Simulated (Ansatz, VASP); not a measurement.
**Cu: VASP beside Ansatz**

INCAR

```
SYSTEM = Cu
PREC = Accurate ; ENCUT = 520
EDIFF = 1E-6 ; ISMEAR = 0
SIGMA = 0.1 ; LREAL = .False.
LASPH = .True. ; NELM = 100
ALGO = Normal ; ISIF = 2
LWAVE = .False. ; LCHARG = .False.
GGA = PE ; NBANDS = 24
```

KPOINTS

```
Automatic mesh
0
Gamma
  8 6 25
  0 0 0
```

Contents of POSCAR:

```
Cu
1.0
    4.2142048667      0.0000021765      0.0037561584
    0.0000030780      5.9597840423     -0.0069067115
   -2.1058828217     -0.0015868355      1.3684464493
Cu
3
Direct
    0.0000000000      0.0000000000      0.0000000000
    0.3333333333      0.6666666667      0.0000000000
    0.6666666667      0.3333333333      0.0000000000
```

Input for Ansatz:

```yaml
crystal:
  lattice:
    - [4.2142048667, 2.1765e-06, 0.0037561584]
    - [3.078e-06, 5.9597840423, -0.0069067115]
    - [-2.1058828217, -0.0015868355, 1.3684464493]
  atoms:
    - { symbol: Cu, position: [0.0, 0.0, 0.0] }
    - { symbol: Cu, position: [0.3333333333, 0.6666666667, 0.0] }
    - { symbol: Cu, position: [0.6666666667, 0.3333333333, 0.0] }
basis:
  ecutwfc: 420
kpoints:
  mp_grid: { grid: [8, 6, 25] }
hamiltonian:
  xc: pbe
scf:
  occupations: { method: gaussian, width: 0.1 }
output:
  forces: true
  stress: true
  eigenvalues: true
  write_density: true
  write_potential: true
  elf: true
  volumetric_format: npy
```

Change from the starting cell: band edges of the strained film's bulk.

Alike in both runs: task single point; functional PBE; k mesh 8 × 6 × 25; occupations gaussian, width 0.1 eV; no spin polarisation.

|  | VASP | Ansatz |
| --- | --- | --- |
| version | VASP 6.6.1 | Ansatz 0.2.0 |
| potentials or method | VASP PAW PBE potentials, release 64 (Cu), cutoff 520 eV | scalar-relativistic, plane waves, PAW |
| valence electrons in the cell | 33 | 57 |

Ansatz gave:

* gap on the k mesh at the Fermi level (eV): none
* pressure (GPa): 8.1
* traceless stress, the component that is largest in VASP (GPa): -8.12

Q: What did VASP give for the same quantities?

A: gap on the k mesh at the Fermi level (eV): none; pressure (GPa): 8.6; traceless stress, the component that is largest in VASP (GPa): -8.09.

A gap of «none» marks a metal or a gap that the smearing closes. With one functional, cell and mesh, what is left measures potentials, basis and numerics. VASP's potentials hold 33 valence electrons a cell and Ansatz's 57, so a difference there can come from the potentials and not from the codes.
